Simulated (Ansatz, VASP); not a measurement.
## One calculation of Mo, two programs

```
CELL_PARAMETERS angstrom
-1.58671 1.57100 1.58671
1.55529 -1.57100 1.55529
1.58671 1.57100 -1.58671
ATOMIC_POSITIONS crystal
Mo 0.00000 0.00000 0.00000
```

Change from the starting cell: strain -0.0200 x Voigt [0, 0, 0, 0, 1, 0], atoms carried along.

Alike in both runs: task single point; functional PBEsol; k mesh 22 × 22 × 22; occupations gaussian, width 0.15 eV; no spin polarisation.

|  | VASP | Ansatz |
| --- | --- | --- |
| version | VASP 6.6.1 | Ansatz 0.2.0 |
| potentials or method | VASP PAW PBE potentials, release 64 (Mo_sv), cutoff 520 eV | scalar-relativistic, plane waves, PAW |
| valence electrons in the cell | 14 | 14 |

|  | VASP | Ansatz | Ansatz less VASP |
| --- | --- | --- | --- |
| gap on the k mesh at the Fermi level (eV) | none | none | - |
| pressure (GPa) | -2.6 | -3.2 | -0.56 |
| traceless stress, the component that is largest in VASP (GPa) | 2.02 | 2.00 | -0.016 |

VASP's potentials were made for PBE, not for PBEsol. A gap of «none» marks a metal or a gap that the smearing closes.
